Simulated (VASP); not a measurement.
Here is a VASP 6.6.1 calculation.

File INCAR:

```
ALGO = Normal
EDIFF = 1E-6
ENCUT = 520
GGA = PS
ISIF = 2
ISMEAR = 0
LASPH = T
LCHARG = F
LREAL = F
LWAVE = F
NBANDS = 20
NELM = 60
PREC = Accurate
SIGMA = 0.05
```

File KPOINTS:

```
k-points
0
Gamma
  12 12 12
```

File POSCAR:

```
SnO2
1.0
    1.6170930752      0.9336291223      4.6565748065
   -1.6170930752      0.9336291223      4.6565748065
    0.0000000000     -1.8672582446      4.6565748065
Sn O
1 2
Direct
    0.5000000000      0.5000000000      0.5000000000
    0.2371700000      0.2371700000      0.2371700000
    0.7628300000      0.7628300000      0.7628300000
```

Potentials or basis: VASP PAW PBE potentials, release 64 (Sn_d, O).

Run with:

```console
$ cat potpaw_PBE.64/Sn_d/POTCAR potpaw_PBE.64/O/POTCAR > POTCAR
$ mpirun -np 1 vasp_std > vasp.out
```

(1) What does it give for the pressure?

(2) Estimate the band gap on the k mesh.

(3) Estimate the largest force.

Answers

(1) -2.2 GPa.

(2) 1.83 eV (least direct gap 1.95 eV).

(3) 0.040 eV/Å.

Caveat: the cell differs from its parent crystal (strain -0.0300 x Voigt [0, 0, 1, 0, 0, 0]); the PAW data sets were made with another functional, which shifts forces and pressure a little; spin-orbit coupling is left out, which moves the levels of the heavy elements.
